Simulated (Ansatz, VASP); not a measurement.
## One calculation of Be3CdF, two programs

The input INCAR:

```
SYSTEM = Be3CdF
PREC = Accurate ; ENCUT = 600
EDIFF = 1E-6 ; ISMEAR = 0
SIGMA = 0.1 ; LREAL = .FALSE.
LASPH = .TRUE. ; NELM = 80
ALGO = Normal ; ISIF = 3
LWAVE = .FALSE. ; LCHARG = .FALSE.
GGA = PE ; IBRION = 2
NSW = 100 ; EDIFFG = -0.01
```

The input KPOINTS:

```
regular mesh
0
G
  10 10 8
  0 0 0
```

POSCAR

```
Be3CdF
1.0
    3.6759088789      0.0000000000      0.0000000000
    0.0000000000      3.6759088789      0.0000000000
    0.0000000000      0.0000000000      5.1170297666
Be Cd F
3 1 1
Direct
    0.5000000000      0.5000000000      0.8081811518
    0.5000000000      0.5000000000      0.1918188482
    0.0000000000      0.0000000000      0.0000000000
    0.0000000000      0.0000000000      0.5000000000
    0.5000000000      0.5000000000      0.5000000000
```

Input for Ansatz:

```yaml
crystal:
  lattice:
    - [3.6759088789, 0.0, 0.0]
    - [0.0, 3.6759088789, 0.0]
    - [0.0, 0.0, 5.1170297666]
  atoms:
    - { symbol: Be, position: [0.5, 0.5, 0.8081811518] }
    - { symbol: Be, position: [0.5, 0.5, 0.1918188482] }
    - { symbol: Be, position: [0.0, 0.0, 0.0] }
    - { symbol: Cd, position: [0.0, 0.0, 0.5] }
    - { symbol: F, position: [0.5, 0.5, 0.5] }
basis:
  ecutwfc: 420
kpoints:
  mp_grid: { grid: [10, 10, 8] }
hamiltonian:
  xc: pbe
scf:
  occupations: { method: gaussian, width: 0.1 }
output:
  forces: true
  stress: true
  eigenvalues: true
  write_density: true
  write_potential: true
  elf: true
  volumetric_format: npy
relax:
  adjacent_minimum: "off"
  f_tol: 0.01
  max_steps: 80
  cell: { stress_tol: 0.05 }
```

Alike in both runs: task relaxation of cell and atoms; functional PBE; k mesh 10 × 10 × 8; occupations gaussian, width 0.1 eV; no spin polarisation.

|  | VASP | Ansatz |
| --- | --- | --- |
| version | VASP 6.6.1 | Ansatz 0.2.0 |
| potentials or method | VASP PAW PBE potentials, release 64 (Be, Cd, F), cutoff 600 eV | scalar-relativistic, plane waves, PAW |
| valence electrons in the cell | 25 | 33 |

|  | VASP | Ansatz | Ansatz less VASP |
| --- | --- | --- | --- |
| gap on the k mesh at the Fermi level, each at its own relaxed structure (eV) | none | none | - |
| relaxed volume (Å³/atom) | 13.86 | 13.86 | -0.001 |
| relaxed length of the cell vector where the two differ most in proportion (Å) | 5.125 | 5.124 | -0.0011 |

A gap of «none» marks a metal or a gap that the smearing closes. VASP's potentials hold 25 valence electrons a cell and Ansatz's 33, so a difference there can come from the potentials and not from the codes.
